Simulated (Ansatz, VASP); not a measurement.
**Two plane-wave programs on AgPbF4**

The input INCAR:

```
PREC = Accurate
ENCUT = 600
EDIFF = 1E-7
ISMEAR = 0
SIGMA = 0.1
LREAL = False
LASPH = True
NELM = 60
ALGO = Normal
ISIF = 3
LWAVE = False
LCHARG = False
GGA = PE
IBRION = 2
NSW = 90
EDIFFG = -0.04
```

KPOINTS

```
regular mesh
0
Gamma
  6 6 4
```

File POSCAR:

```
AgPbF4
1.0
    4.0344626800      0.0000000000      0.0000000000
   -2.0172313400      3.4939471715      0.0000000000
    0.0000000000      0.0000000000      5.9250090442
Ag Pb F
1 1 4
Direct
    0.0000000000      0.0000000000      0.5000000000
    0.0000000000      0.0000000000      0.0000000000
    0.3333333333      0.6666666667      0.2360803324
    0.3333333333      0.6666666667      0.7639196676
    0.6666666667      0.3333333333      0.2360803324
    0.6666666667      0.3333333333      0.7639196676
```

Input for Ansatz:

```yaml
crystal:
  lattice:
    - [4.03446268, 0.0, 0.0]
    - [-2.01723134, 3.4939471715, 0.0]
    - [0.0, 0.0, 5.9250090442]
  atoms:
    - { symbol: Ag, position: [0.0, 0.0, 0.5] }
    - { symbol: Pb, position: [0.0, 0.0, 0.0] }
    - { symbol: F, position: [0.3333333333, 0.6666666667, 0.2360803324] }
    - { symbol: F, position: [0.3333333333, 0.6666666667, 0.7639196676] }
    - { symbol: F, position: [0.6666666667, 0.3333333333, 0.2360803324] }
    - { symbol: F, position: [0.6666666667, 0.3333333333, 0.7639196676] }
basis:
  ecutwfc: 420
kpoints:
  mp_grid: { grid: [6, 6, 4] }
hamiltonian:
  xc: pbe
scf:
  occupations: { method: gaussian, width: 0.1 }
  lower_state_search: "off"
output:
  forces: true
  stress: true
  eigenvalues: true
relax:
  adjacent_minimum: "off"
  f_tol: 0.04
  max_steps: 70
  cell: { stress_tol: 0.4 }
```

Alike in both runs: task relaxation of cell and atoms; functional PBE; k mesh 6 × 6 × 4; occupations gaussian, width 0.1 eV; no spin polarisation.

|  | VASP | Ansatz |
| --- | --- | --- |
| version | VASP 6.6.1 | Ansatz 0.2.0 |
| potentials or method | VASP PAW PBE potentials, release 64 (Ag, Pb_d, F), cutoff 600 eV | scalar-relativistic, plane waves, PAW |
| valence electrons in the cell | 53 | 61 |

```tsv
	VASP	Ansatz	Ansatz less VASP
gap on the k mesh at the Fermi level, each at its own relaxed structure (eV)	none	none	-
relaxed volume (Å³/atom)	13.92	13.92	0.000
relaxed cell length with the largest relative difference (Å)	5.925	5.925	0.0000
```

A gap of «none» marks a metal or a gap that the smearing closes. VASP's potentials hold 53 valence electrons a cell and Ansatz's 61, so a difference there can come from the potentials and not from the codes.

Spin-orbit coupling is off throughout. Noted on VASP's run: the relaxation stopped at its first step, so nothing moved.
